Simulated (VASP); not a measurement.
# Ge (Fd-3m) in VASP: a series of runs

Runs on Ge. Level: r2SCAN. Tasks: relaxation of cell and atoms.

Everything below comes from runs of VASP 6.6.1. Logs are shortened: lines on timing, memory, paths and dates and some standing lists are left out, and cuts for length are marked.

## Step 1: The cell of the first run

The structure is cubic, space group Fd-3m (No. 227). The conventional cell has a = 5.434 Å, b = 5.434 Å, c = 5.434 Å, α = 90.00°, β = 90.00°, γ = 90.00°. Within 3.1 Å of Ge (site symmetry -43m) lie 4 Ge at 2.35 Å.

## Step 2: Relaxation of cell and atoms, r2SCAN, target pressure 12 GPa, at which the enthalpy is minimised

Contents of POSCAR:

```
Ge
1.0
    0.0000000000      2.7172032136      2.7172032136
    2.7172032136      0.0000000000      2.7172032136
    2.7172032136      2.7172032136      0.0000000000
Ge
2
Direct
    0.5000000000      0.5000000000      0.5000000000
    0.7500000000      0.7500000000      0.7500000000
```

Contents of INCAR.step1:

```
SYSTEM = Ge
PREC = Accurate
ENCUT = 550
ISMEAR = 0
SIGMA = 0.02
LREAL = .False.
LASPH = .True.
NELM = 120
GGA = PE
ALGO = Normal
EDIFF = 1E-5
LWAVE = .True.
LCHARG = .False.
GGA_COMPAT = .False.
IBRION = 2
ISIF = 3
EDIFFG = -0.005
NELMIN = 4
NSW = 100
```

Contents of INCAR.step2:

```
SYSTEM = Ge
PREC = Accurate
ENCUT = 550
EDIFF = 1E-7
ISMEAR = 0
SIGMA = 0.02
LREAL = .False.
LASPH = .True.
NELM = 120
ALGO = Normal
ISIF = 3
LWAVE = .False.
LCHARG = .False.
METAGGA = R2SCAN
LMIXTAU = .True.
IBRION = 2
NSW = 70
EDIFFG = -0.008
PSTRESS = 120.0
ISTART = 1
GGA_COMPAT = .False.
NELMIN = 4
```

Contents of KPOINTS:

```
regular mesh
0
Gamma
  12 12 12
  0 0 0
```

Potentials or basis: VASP PAW PBE potentials, release 64 (Ge_d).

The run is started by

```bash
cat potpaw_PBE.64/Ge_d/POTCAR > POTCAR
cp INCAR.step1 INCAR
mpirun -np 1 vasp_std > vasp.out
cp INCAR.step2 INCAR
mpirun -np 1 vasp_std > vasp.out
```

OUTCAR:

```text
SYSTEM = Ge
   PREC = Accurate
   ENCUT = 550
   EDIFF = 1E-7
   ISMEAR = 0
   LREAL = .False.
   LASPH = .True.
   NELM = 120
   ISIF = 3
   METAGGA = R2SCAN
   IBRION = 2
   NSW = 70
   EDIFFG = -0.008
   PSTRESS = 120.0
   ISTART = 1
   NELMIN = 4

 ion  position               nearest neighbor table
   1  0.500  0.500  0.500-   2 2.35   2 2.35   2 2.35   2 2.35
   2  0.750  0.750  0.750-   1 2.35   1 2.35   1 2.35   1 2.35

  LATTYP: Found a face centered cubic cell.
 ALAT       =     5.4344064272

  Lattice vectors:

 A1 = (   0.0000000000,   2.7172032136,   2.7172032136)
 A2 = (   2.7172032136,   0.0000000000,   2.7172032136)
 A3 = (   2.7172032136,   2.7172032136,   0.0000000000)

Analysis of symmetry for initial positions (statically):
=====================================================================
 Subroutine PRICEL returns:
 Original cell was already a primitive cell.

 Routine SETGRP: Setting up the symmetry group for a
 face centered cubic supercell.

 Subroutine GETGRP returns: Found 48 space group operations
 (whereof 24 operations were pure point group operations)
 out of a pool of 48 trial point group operations.

The static configuration has the point symmetry T_d .
 The point group associated with its full space group is O_h .

Analysis of symmetry for dynamics (positions and initial velocities):
=====================================================================
 Subroutine PRICEL returns:
 Original cell was already a primitive cell.

 Routine SETGRP: Setting up the symmetry group for a
 face centered cubic supercell.

 Subroutine GETGRP returns: Found 48 space group operations
 (whereof 24 operations were pure point group operations)
 out of a pool of 48 trial point group operations.

The dynamic configuration has the point symmetry T_d .
 The point group associated with its full space group is O_h .

 Subroutine INISYM returns: Found 48 space group operations
 (whereof 24 operations are pure point group operations),
 and found     1 'primitive' translations

----------------------------------------------------------------------------------------

                                     Primitive cell

  volume of cell :      40.1233

  direct lattice vectors                    reciprocal lattice vectors
     0.000000000  2.717203214  2.717203214    -0.184012737  0.184012737  0.184012737
     2.717203214  0.000000000  2.717203214     0.184012737 -0.184012737  0.184012737
     2.717203214  2.717203214  0.000000000     0.184012737  0.184012737 -0.184012737

  length of vectors
     3.842705636  3.842705636  3.842705636     0.318719410  0.318719410  0.318719410

  position of ions in fractional coordinates (direct lattice)
     0.500000000  0.500000000  0.500000000
     0.750000000  0.750000000  0.750000000

  ion indices of the primitive-cell ions
   primitive index   ion index
                 1           1
                 2           2

----------------------------------------------------------------------------------------

 KPOINTS: regular mesh

Automatic generation of k-mesh.
 Grid dimensions read from file:
 generate k-points for:   12   12   12

 Generating k-lattice:

  Cartesian coordinates                     Fractional coordinates (reciprocal lattice)
    -0.015334395  0.015334395  0.015334395     0.083333333  0.000000000  0.000000000
     0.015334395 -0.015334395  0.015334395     0.000000000  0.083333333  0.000000000
     0.015334395  0.015334395 -0.015334395     0.000000000  0.000000000  0.083333333

  Length of vectors
     0.026559951  0.026559951  0.026559951

  Shift w.r.t. Gamma in fractional coordinates (k-lattice)
     0.000000000  0.000000000  0.000000000

 Subroutine IBZKPT returns following result:
 ===========================================

 Found     72 irreducible k-points:

 Following reciprocal coordinates:
            Coordinates               Weight
  0.000000  0.000000  0.000000      1.000000
  0.083333  0.000000  0.000000      8.000000
  0.166667  0.000000  0.000000      8.000000
  0.250000  0.000000  0.000000      8.000000
  0.333333  0.000000  0.000000      8.000000
  0.416667  0.000000  0.000000      8.000000
[... 16 lines left out ...]
  0.500000  0.166667  0.000000     24.000000
 -0.416667  0.166667  0.000000     24.000000
 [... further k-points ...]
   k-points           NKPTS =     72   k-points in BZ     NKDIM =     72   number of bands    NBANDS=     18
   number of dos      NEDOS =    301   number of ions     NIONS =      2
   total plane-waves  NPLWV =  27000
   dimension x,y,z NGX =    30 NGY =   30 NGZ =   30
   dimension x,y,z NGXF=    60 NGYF=   60 NGZF=   60
   ions per type =               2
   NGX,Y,Z   is equivalent  to a cutoff of  12.98, 12.98, 12.98 a.u.
   NGXF,Y,Z  is equivalent  to a cutoff of  25.96, 25.96, 25.96 a.u.
 SYSTEM =  Ge
   PREC   = accura    normal or accurate (medium, high low for compatibility)
   ISTART =      1    job   : 0-new  1-cont  2-samecut
   ICHARG =      0    charge: 1-file 2-atom 10-const
   ISPIN  =      1    spin polarized calculation?
   LNONCOLLINEAR =      F non collinear calculations
   LSORBIT =      F    spin-orbit coupling
   LASPH  =      T    aspherical Exc in radial PAW
   ENCUT  =  550.0 eV  40.42 Ry    6.36 a.u.   7.35  7.35  7.35*2*pi/ulx,y,z
   NELM   =    120;   NELMIN=  4; NELMDL=  0     # of ELM steps
   EDIFF  = 0.1E-06   stopping-criterion for ELM
   LREAL  =      F    real-space projection
   EDIFFG = -.8E-02   stopping-criterion for IOM
   NSW    =     70    number of steps for IOM
   IBRION =      2    ionic relax: 0-MD 1-quasi-New 2-CG
   NFREE  =      1    steps in history (QN), initial steepest desc. (CG)
   ISIF   =      3    stress and relaxation
   ISYM   =      2    0-nonsym 1-usesym 2-fastsym
   POTIM  = 0.5000    time-step for ionic-motion
   TEBEG  =    0.0;   TEEND  =   0.0 temperature during run
   PSTRESS=  120.0 pullay stress
   NELECT =      28.0000    total number of electrons
   NUPDOWN=      -1.0000    fix difference up-down
   EMIN   =  10.00;   EMAX   =-10.00  energy-range for DOS
   EFERMI =   0.00;   METHOD = LEGACY
   ISMEAR =     0;   SIGMA  =   0.02  broadening in eV -4-tet -1-fermi 0-gaus
   EFERMI_NEDOS =   21; number of points for ismear=-14 and -15
   IALGO  =     38    algorithm
   IMIX   =      4    mixing-type and parameters
     AMIX     =   0.40;   BMIX     =  1.00
     AMIX_MAG =   1.60;   BMIX_MAG =  1.00
  volume/ion in A,a.u.               =      20.06       135.38
  Fermi-wavevector in a.u.,A,eV,Ry     =   1.452096  2.744064 28.689019  2.108583
  Thomas-Fermi vector in A             =   2.569518
   LORBIT       =      0    0 simple, 1 ext, 2 COOP (PROOUT), +10 PAW based schemes
   METAGGA = R2SCAN    functional components
   LHFCALC =     F    Hartree Fock is set to
   AEXX    =    0.0000 exact exchange contribution
   IVDW    =     0    specifies the selected vdW correction
   LEPSILON=     F    determine dielectric tensor
   LRPA    =     F    only Hartree local field effects (RPA)
 conjugate gradient relaxation of ions
 non-spin polarized calculation
 Gauss-broadening in eV      SIGMA  =   0.02
  energy-cutoff  :      550.00
  volume of cell :       40.12
 maximum number of plane-waves:      1211
 NGX is ok and might be reduce to    30
   NGX = 15   NGY = 15   NGZ = 15

--------------------------------------- Ionic step        1  -------------------------------------------

 number of electron      27.9999988 magnetization

 Free energy of the ion-electron system (eV)
  ---------------------------------------------------
  ext. energy  EPLUGINS =         0.00000000
  ---------------------------------------------------
  free energy    TOTEN  =       -27.54620150 eV

  energy without entropy =      -27.54620150  energy(sigma->0) =      -27.54620150

------------------------ aborting loop because EDIFF is reached ----------------------------------------

  FORCE on cell =-STRESS in cart. coord.  units (eV):
  Direction    XX          YY          ZZ          XY          YZ          ZX
  --------------------------------------------------------------------------------------
  -------------------------------------------------------------------------------------
  Total        3.1965146      3.1965146      3.1965146     -0.0000000      0.0000000      0.0000000
  in kB      127.6412141    127.6412141    127.6412141     -0.0000000      0.0000000      0.0000000
  external PRESSURE =       7.6412141 kB  Pullay stress =     120.0000000 kB
[... 61 lines left out ...]
  enthalpy is  TOTEN    =       -24.5406319794 eV   P V=        3.0469621757

--------------------------------------- Ionic step        3  -------------------------------------------

 number of electron      27.9999981 magnetization

 Free energy of the ion-electron system (eV)
  ---------------------------------------------------
  ext. energy  EPLUGINS =         0.00000000
  ---------------------------------------------------
  free energy    TOTEN  =       -27.56434719 eV

  energy without entropy =      -27.56434719  energy(sigma->0) =      -27.56434719

 E-fermi :   6.1375     XC(G=0): -11.4349

 val. band max:        6.0083827538   @ k =   0.0000   0.0000   0.0000
 cond. band min:       6.6087982060   @ k =   0.4167   0.4167   0.0000
 fundamental gap:      0.6004154523
 Fermi energy:         6.1374658762

 k-point     1 :       0.0000    0.0000    0.0000
  band No.  band energies     occupation
      1     -19.6949      2.00000
      2     -19.6949      2.00000
      3     -19.6949      2.00000
      4     -19.6457      2.00000
      5     -19.6457      2.00000
      6     -19.3551      2.00000
[... 10 lines left out ...]
     17       8.7499      0.00000
     18       8.7499      0.00000
[... 466 lines left out ...]
      2     -19.7364      2.00000
      3     -19.6415      2.00000
      4     -19.5689      2.00000
      5     -19.5574      2.00000
      6     -19.4310      2.00000
[... 10 lines left out ...]
     17      11.1995      0.00000
     18      14.6107      0.00000

 [... further k-points ...]

------------------------ aborting loop because EDIFF is reached ----------------------------------------

  FORCE on cell =-STRESS in cart. coord.  units (eV):
  Direction    XX          YY          ZZ          XY          YZ          ZX
  --------------------------------------------------------------------------------------
  -------------------------------------------------------------------------------------
  Total        3.0233201      3.0233201      3.0233201     -0.0000000      0.0000000      0.0000000
  in kB      120.0228436    120.0228436    120.0228436     -0.0000000      0.0000000      0.0000000
  external PRESSURE =       0.0228436 kB  Pullay stress =     120.0000000 kB
[... 17 lines left out ...]
  FREE ENERGIE OF THE ION-ELECTRON SYSTEM (eV)
  ---------------------------------------------------
  free  energy   TOTEN  =       -27.5643471868 eV

  energy  without entropy=      -27.5643471868  energy(sigma->0) =      -27.56434719

  enthalpy is  TOTEN    =       -24.5416024954 eV   P V=        3.0227446914

 reached required accuracy - stopping structural energy minimisation
```

Run time: 27 min. Hardware: 1 thread of Oxide Virtual Turin-like, shared host; peak memory 0.17 GiB.

Results:

| Quantity | Value |
| --- | --- |
| Free energy | -27.5643 eV |
| Relaxed volume | 20.18 Å³/atom |
| Relaxed cell | a = 3.850 Å, b = 3.850 Å, c = 3.850 Å, α = 60.00°, β = 60.00°, γ = 60.00° |
| Space group after relaxing (to 0.1 Å) | Fd-3m (No. 227) |
| Energy change on relaxing (the run minimises the enthalpy) | -9.1 meV/atom |
| Ionic steps | 3 |
| Pressure after relaxing | 12.0 GPa |
| Band gap on the k mesh | 0.60 eV (least direct gap 1.56 eV) |

The path:
| step | energy change (eV) | largest force (eV/Å) | pressure (GPa) | volume (Å³) |
| --- | --- | --- | --- | --- |
| 1 | 0.0000 | 0.0000 | 12.76 | 40.12 |
| 2 | -0.0414 | 0.0000 | 11.07 | 40.68 |
| 3 | -0.0181 | 0.0000 | 12.00 | 40.36 |

Final structure:
```cif
data_structure
_symmetry_space_group_name_H-M 'P 1'
_symmetry_Int_Tables_number 1
_cell_length_a 3.8502
_cell_length_b 3.8502
_cell_length_c 3.8502
_cell_angle_alpha 60.000
_cell_angle_beta 60.000
_cell_angle_gamma 60.000
_cell_volume 40.36
loop_
_atom_site_label
_atom_site_type_symbol
_atom_site_fract_x
_atom_site_fract_y
_atom_site_fract_z
_atom_site_occupancy
Ge1 Ge 0.50000 0.50000 0.50000 1
Ge2 Ge 0.75000 0.75000 0.75000 1
```

Caveat: the cell is relaxed towards a set pressure, so the run minimises the enthalpy, not the energy; the PAW data sets were made with another functional, which shifts forces and pressure a little. A k mesh can miss the band edges.

## Step 3: Relaxation of cell and atoms, r2SCAN, target pressure 4 GPa, at which the enthalpy is minimised

This run uses another cell than the first one, of 21.70 Å³/atom.

Contents of POSCAR:

```
Ge
1.0
    0.0000000000      2.7894457614      2.7894457614
    2.7894457614      0.0000000000      2.7894457614
    2.7894457614      2.7894457614      0.0000000000
Ge
2
Direct
    0.5000000000      0.5000000000      0.5000000000
    0.7500000000      0.7500000000      0.7500000000
```

Contents of INCAR.step1:

```
SYSTEM = Ge
  ALGO = Normal
  EDIFF = 1E-5
  EDIFFG = -0.005
  ENCUT = 550
  GGA = PE
  GGA_COMPAT = .FALSE.
  IBRION = 2
  ISIF = 3
  ISMEAR = 0
  LASPH = .TRUE.
  LCHARG = .FALSE.
  LREAL = .FALSE.
  LWAVE = .TRUE.
  NELM = 120
  NELMIN = 4
  NSW = 100
  PREC = Accurate
  SIGMA = 0.02
```

Contents of INCAR.step2:

```
SYSTEM = Ge
  ALGO = Normal
  EDIFF = 1E-7
  EDIFFG = -0.008
  ENCUT = 550
  GGA_COMPAT = .FALSE.
  IBRION = 2
  ISIF = 3
  ISMEAR = 0
  ISTART = 1
  LASPH = .TRUE.
  LCHARG = .FALSE.
  LMIXTAU = .TRUE.
  LREAL = .FALSE.
  LWAVE = .FALSE.
  METAGGA = R2SCAN
  NELM = 120
  NELMIN = 4
  NSW = 70
  PREC = Accurate
  PSTRESS = 40.0
  SIGMA = 0.02
```

Contents of KPOINTS:

```
k-points
0
G
  12 12 12
  0 0 0
```

Potentials or basis: VASP PAW PBE potentials, release 64 (Ge_d).

The run is started by

```bash
cat potpaw_PBE.64/Ge_d/POTCAR > POTCAR
cp INCAR.step1 INCAR
mpirun -np 1 vasp_std > vasp.out
cp INCAR.step2 INCAR
mpirun -np 1 vasp_std > vasp.out
```

It took 18 min on 1 thread of Oxide Virtual Turin-like, shared host; peak memory 0.17 GiB.

Results (log left out):

```
Free energy                                                : -27.7180 eV
Relaxed volume                                             : 21.76 Å³/atom
Relaxed cell                                               : a = 3.948 Å, b = 3.948 Å, c = 3.948 Å, α = 60.00°, β = 60.00°, γ = 60.00°
Space group after relaxing (to 0.1 Å)                      : Fd-3m (No. 227)
Energy change on relaxing (the run minimises the enthalpy) : -1.4 meV/atom
Ionic steps                                                : 3
Pressure after relaxing                                    : 4.0 GPa
Band gap on the k mesh                                     : 0.58 eV (least direct gap 0.79 eV)
```

Step by step:
```csv
step,energy change (eV),largest force (eV/Å),pressure (GPa),volume (Å³)
1,0.0000,0.0000,4.26,43.41
2,-0.0055,0.0000,3.82,43.63
3,-0.0029,0.0000,4.02,43.52
```

Final structure:
```
Ge
1.0
     0.00000    2.79183    2.79183
     2.79183    0.00000    2.79183
     2.79183    2.79183    0.00000
Ge
2
Direct
  0.50000 0.50000 0.50000
  0.75000 0.75000 0.75000
```

Levels at points of the mesh, in eV from the valence-band top:
```tsv
k point	band 12	band 13	band 14	band 15	band 16	band 17
(0.00, 0.00, 0.00)	0.00	0.00	0.00	0.79	2.73	2.73
(0.50, 0.00, 0.00)	-8.07	-1.55	-1.55	0.58	4.02	4.02
(0.50, 0.50, 0.00)	-9.38	-3.37	-3.37	0.92	0.92	10.45
```

Caveat: the cell is relaxed towards a set pressure, so the run minimises the enthalpy, not the energy; the PAW data sets were made with another functional, which shifts forces and pressure a little. A k mesh can miss the band edges.

[end of part 1 of 2]
